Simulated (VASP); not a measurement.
SnTe:

```
Te Sn
1.0
     0.00000    3.65867    3.65867
     3.65867    0.00000    3.65867
     3.65867    3.65867    0.00000
Te Sn
1 1
Direct
  0.25000 0.25000 0.25000
  0.00000 0.00000 0.00000
```

This cell differs from its parent crystal: volume scaled by 1.04.

Base run:

| Item | Value |
| --- | --- |
| Program | VASP 6.6.1 |
| Functional | LDA |
| Potentials or basis | VASP PAW LDA potentials, release 64 (Te, Sn_d) |
| Cutoff | 520 eV |
| k mesh | 7 × 7 × 7 |
| Occupations | fermi-dirac, width 0.05 eV |
| Spin | no spin polarisation |

Its results: band gap on the k mesh 0.33 eV, indirect (least direct gap 0.79 eV); pressure -2.9 GPa.

**Question.** The run is repeated on the same cell with these changes: functional from LDA to PBEsol; potentials or basis from VASP PAW LDA potentials, release 64 (Te, Sn_d) to VASP PAW PBE potentials, release 64 (Te, Sn_d). What comes out?

**Answer.** Band gap on the k mesh 0.37 eV, indirect (least direct gap 0.83 eV); pressure -2.2 GPa.

Caveats: spin-orbit coupling is left out, which moves the levels of the heavy elements; the PAW data sets were made with another functional, which shifts forces and pressure a little (some runs).

A k mesh can miss the band edges.
